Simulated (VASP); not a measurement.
Crystal: SiC.

```xyz
4
Lattice="3.0760 0.0000 0.0000 -1.5380 2.6639 0.0000 0.0000 0.0000 5.0480" Properties=species:S:1:pos:R:3 pbc="T T T"
Si    1.5380    0.8880    2.5240
Si    0.0000    1.7759    0.0000
C     1.5380    0.8880    4.4675
C     0.0000    1.7759    1.9435
```

- Program: VASP 6.6.1
- Task: relaxation of cell and atoms
- Functional: r2SCAN
- Dispersion: D4
- Potentials or basis: VASP PAW PBE potentials, release 64 (Si, C)
- Cutoff: 600 eV
- k mesh: 10 × 10 × 5
- Occupations: fermi-dirac, width 0.05 eV
- Spin: no spin polarisation

At the start: pressure -1.7 GPa; volume 10.34 Å³/atom.

**Question.** How do energy, volume and symmetry change on relaxing?

**Answer.** Over 6 steps the energy falls by 9.7 meV/atom and the volume is 10.26 Å³/atom (-0.8 %); space group P6_3mc (No. 186, to 0.1 Å) before and after.

The path:
| step | energy change (eV) | largest force (eV/Å) | pressure (GPa) | volume (Å³) |
| --- | --- | --- | --- | --- |
| 1 | 0.0000 | 0.7654 | -1.67 | 41.36 |
| 2 | -0.0067 | 0.7043 | 1.87 | 40.72 |
| 3 | -0.0364 | 0.0575 | -0.05 | 41.01 |
| 4 | -0.0386 | 0.0049 | 0.22 | 40.97 |
| 5 | -0.0388 | 0.0097 | 0.16 | 40.98 |
| 6 | -0.0388 | 0.0087 | -0.13 | 41.03 |

Final structure:
```xyz
4
Lattice="3.0676 0.0000 0.0000 -1.5338 2.6566 0.0000 0.0000 0.0000 5.0352" Properties=species:S:1:pos:R:3 pbc="T T T"
Si    1.5338    0.8855    2.5410
Si    0.0000    1.7711    0.0234
C     1.5338    0.8855    4.4328
C     0.0000    1.7711    1.9152
```

Caveat: the PAW data sets were made with another functional, which shifts forces and pressure a little.
